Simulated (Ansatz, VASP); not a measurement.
**One calculation of AlN, two programs**

```
Al N
1.0
     0.00000    2.13637    2.18488
     2.13637    0.00000    2.18488
     2.13637    2.13637    0.00000
Al N
1 1
Cartesian
  0.0000 0.0000 0.0000
  1.0682 1.0682 1.0924
```

Change from the starting cell: biaxial_xy strain -2.2%.

Alike in both runs: task single point; functional HSE06; k mesh 8 × 8 × 8; no spin polarisation.

|  | VASP | Ansatz |
| --- | --- | --- |
| version | VASP 6.6.1 | Ansatz 0.2.0 |
| potentials or method | VASP PAW PBE potentials, release 64 (Al, N) | plane waves, PAW |
| plane-wave cutoff (eV) | 520 | 420 |
| occupations | gaussian, width 0.01 eV | fixed |
| valence electrons in the cell | 8 | 8 |

VASP gave:

| Property | Result |
| --- | --- |
| gap on the k mesh at the Fermi level (eV) | 4.53 |
| pressure (GPa) | 9.5 |
| traceless stress, the component that is largest in VASP (GPa) | -2.24 |

Problem. What did Ansatz give for the same quantities?

Solution. gap on the k mesh at the Fermi level (eV): 4.53; pressure (GPa): 9.6; traceless stress, the component that is largest in VASP (GPa): -2.22.

Ansatz's warnings: stress exchange threshold loose, stress scf threshold loose.
